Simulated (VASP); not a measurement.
HoO3: single point with PBE

HoO3:

```
Ho O
1.0
     4.41203    0.00000    0.00000
     0.00000    4.41203    0.00000
     0.00000    0.00000    4.41203
Ho O
1 3
Direct
  0.50000 0.50000 0.50000
  0.50000 0.50000 0.00000
  0.00000 0.50000 0.50000
  0.50000 0.00000 0.50000
```

The cell was built from a structure type or drawn by symmetry, and may not be a known phase.

```yaml
Program: VASP 6.6.1
Task: single point
Functional: PBE
Potentials_or_basis: VASP PAW PBE potentials, release 64 (Ho_3, O), 4f in core
Cutoff: 600 eV
k_mesh: 10 × 10 × 10
Occupations: gaussian, width 0.1 eV
Spin: no spin polarisation
```

```json
{
  "Pressure": "0.6 GPa",
  "Band gap on the k mesh": "zero (an odd number of electrons rules out a gap without spin polarisation)"
}
```

Levels at points of the mesh, in eV from the Fermi level:
```
           k point  band 11  band 12  band 13  band 14  band 15  band 16
(0.00, 0.00, 0.00)    -0.16    -0.16     0.16     0.16     0.16     6.73
(0.50, 0.00, 0.00)    -0.44    -0.44    -0.27     0.11     0.11     7.38
(0.50, 0.50, 0.00)    -0.69    -0.46    -0.46    -0.03     0.38     8.67
(0.50, 0.50, 0.50)    -1.74    -1.74     0.39     0.39     0.39     9.70
```

It took 38 s on 1 thread of Intel(R) Xeon(R) 6975P-C (Granite Rapids), with other jobs on the host, peak memory 0.27 GiB.

Caveat: spin-orbit coupling is left out, which moves the levels of the heavy elements; the 4f electrons are frozen in the core, so they carry no moment and show no levels; an odd number of electrons without spin polarisation forces a metal; a magnetic or distorted state may lie lower; the run has no spin polarisation, though such a crystal can be magnetic. With open d or f shells a metallic result of PBE can be an artefact of self-interaction; +U or a hybrid may open a gap.
